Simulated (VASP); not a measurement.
A run of VASP 6.6.1 is set up as follows.

File POSCAR:

```
GaP
1.0
    0.0000000000      2.7192250995      2.7192250995
    2.7192250995      0.0000000000      2.7192250995
    2.7192250995      2.7192250995      0.0000000000
Ga P
1 1
Direct
    0.0000000000      0.0000000000      0.0000000000
    0.2500000000      0.2500000000      0.2500000000
```

File INCAR.step1:

```
SYSTEM = GaP
PREC = Accurate
ENCUT = 400
EDIFF = 1E-5
ISMEAR = 0
SIGMA = 0.01
LREAL = .FALSE.
LASPH = .TRUE.
NELM = 120
ALGO = Normal
ISIF = 2
LWAVE = .TRUE.
LCHARG = .FALSE.
NBANDS = 16
GGA = PE
GGA_COMPAT = .FALSE.
```

The input INCAR.step2:

```
SYSTEM = GaP
PREC = Accurate
ENCUT = 400
EDIFF = 1E-6
ISMEAR = 0
SIGMA = 0.01
LREAL = .FALSE.
LASPH = .TRUE.
NELM = 120
ALGO = Normal
ISIF = 2
LWAVE = .FALSE.
LCHARG = .FALSE.
GGA = PE
LHFCALC = .TRUE.
AEXX = 1.0
ALDAC = 0.0
AGGAC = 0.0
PRECFOCK = Normal
NBANDS = 16
ISTART = 1
GGA_COMPAT = .FALSE.
```

The input KPOINTS:

```
regular mesh
0
G
  6 6 6
  0 0 0
```

Potentials or basis: VASP PAW PBE potentials, release 64 (Ga_d, P).

Launch:

```console
$ cat potpaw_PBE.64/Ga_d/POTCAR potpaw_PBE.64/P/POTCAR > POTCAR
$ cp INCAR.step1 INCAR
$ mpirun -np 1 vasp_std > vasp.out
$ cp INCAR.step2 INCAR
$ mpirun -np 1 vasp_std > vasp.out
```

Task: Predict the band gap on the k mesh.

Result: 7.66 eV, indirect (least direct gap 9.24 eV).

Task: Predict the pressure.

Result: 5.5 GPa.

Caveat: the PAW data sets were made with another functional, which shifts forces and pressure a little. A k mesh can miss the band edges.
